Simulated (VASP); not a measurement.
Set up this calculation in VASP 6.6.1, as the native input.

| Property | Result |
| --- | --- |
| Task | single point |
| Functional | PBE |
| Potentials or basis | VASP PAW PBE potentials, release 64 (Pb_d, O) |
| Cutoff | 520 eV |
| k mesh | 6 × 6 × 6 |
| Occupations | gaussian, width 0.1 eV |
| Spin | no spin polarisation |
| Dipole correction | no |
| Further INCAR settings | ALGO = Normal; EDIFF = 1e-06; NBANDS = 20 |

The structure of PbO2 lies in POSCAR:

```
PbO2
1.0
    1.7670598500      1.0202124800      5.7711932900
   -1.7670598500      1.0202124800      5.7711932900
    0.0000000000     -2.0404249600      5.7711932900
Pb O
1 2
Direct
    0.0000000000      0.0000000000      0.0000000000
    0.2500000000      0.2500000000      0.2500000000
    0.7500000000      0.7500000000      0.7500000000
```

The input as run:

INCAR

```
SYSTEM = PbO2
  ALGO = Normal
  EDIFF = 1E-6
  ENCUT = 520
  GGA = PE
  ISIF = 2
  ISMEAR = 0
  LASPH = .TRUE.
  LCHARG = .FALSE.
  LREAL = .FALSE.
  LWAVE = .FALSE.
  NBANDS = 20
  NELM = 100
  PREC = Accurate
  SIGMA = 0.1
```

KPOINTS

```
k-points
0
G
  6 6 6
  0 0 0
```

Potentials or basis: VASP PAW PBE potentials, release 64 (Pb_d, O).

Launch:

```bash
$ cat potpaw_PBE.64/Pb_d/POTCAR potpaw_PBE.64/O/POTCAR > POTCAR
$ mpirun -np 1 vasp_std > vasp.out
```

It gave:

```
Pressure               : -14.4 GPa
Largest force          : 2.780 eV/Å
Band gap on the k mesh : 0.51 eV, indirect (least direct gap 0.60 eV)
```

Caveat: spin-orbit coupling is left out, which moves the levels of the heavy elements; forces of over 1 eV/Å act on the atoms, so gaps and moduli don't describe the material at rest.

Wall time 45 s on 1 thread of Intel(R) Xeon(R) 6975P-C (Granite Rapids) (shared host), peak memory 0.32 GiB.
